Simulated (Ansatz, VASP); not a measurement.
## ZrS in VASP and in Ansatz

```
Zr S
1.0
     0.00000    2.64141    2.64141
     2.62500    0.01641    2.62500
     2.62500    2.62500    0.01641
Zr S
1 1
Direct
  0.00000 0.00000 0.00000
  0.50000 0.50000 0.50000
```

Change from the starting cell: strain +0.0125 x Voigt [0, 0, 0, 1, 0, 0], atoms carried along.

Alike in both runs: task single point; functional PBEsol; k mesh 16 × 16 × 16; occupations gaussian, width 0.15 eV; no spin polarisation.

|  | VASP | Ansatz |
| --- | --- | --- |
| version | VASP 6.6.1 | Ansatz 0.2.0 |
| potentials or method | VASP PAW PBE potentials, release 64 (Zr_sv, S), cutoff 520 eV | scalar-relativistic, plane waves, PAW |
| valence electrons in the cell | 18 | 18 |

|  | VASP | Ansatz | Ansatz less VASP |
| --- | --- | --- | --- |
| gap on the k mesh at the Fermi level (eV) | none | none | - |
| pressure (GPa) | -6.3 | -6.5 | -0.19 |
| traceless stress, the component that is largest in VASP (GPa) | -0.34 | -0.35 | -0.008 |

VASP's potentials were made for PBE, not for PBEsol. A gap of «none» marks a metal or a gap that the smearing closes. With one functional, cell and mesh, what is left measures potentials, basis and numerics.
